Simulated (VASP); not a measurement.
Input of a VASP 6.6.1 run:

File INCAR:

```
SYSTEM = C
ALGO = Normal
DIPOL = 0.5 0.5 0.500
EDIFF = 1E-7
ENCUT = 520
IDIPOL = 3
ISIF = 2
ISMEAR = 0
LASPH = .TRUE.
LCHARG = .FALSE.
LDIPOL = .TRUE.
LREAL = .FALSE.
LWAVE = .FALSE.
NBANDS = 11
NELM = 80
PREC = Accurate
SIGMA = 0.02
```

The input KPOINTS:

```
k-points
0
G
  36 36 1
  0 0 0
```

File POSCAR:

```
C
1.0
    2.4000000000      0.0000000000      0.0000000000
   -1.2000000000      2.0784609691      0.0000000000
    0.0000000000      0.0000000000     16.0000000000
C
2
Direct
    0.0000000000      0.0000000000      0.5000000000
    0.3333333333      0.6666666667      0.5000000000
```

Potentials or basis: VASP PAW LDA potentials, release 64 (C).

Command:

```console
$ cat potpaw_LDA.64/C/POTCAR > POTCAR
$ mpirun -np 1 vasp_std > vasp.out
```

Task: Estimate the band gap on the k mesh.

Result: Zero (filled and empty bands touch).
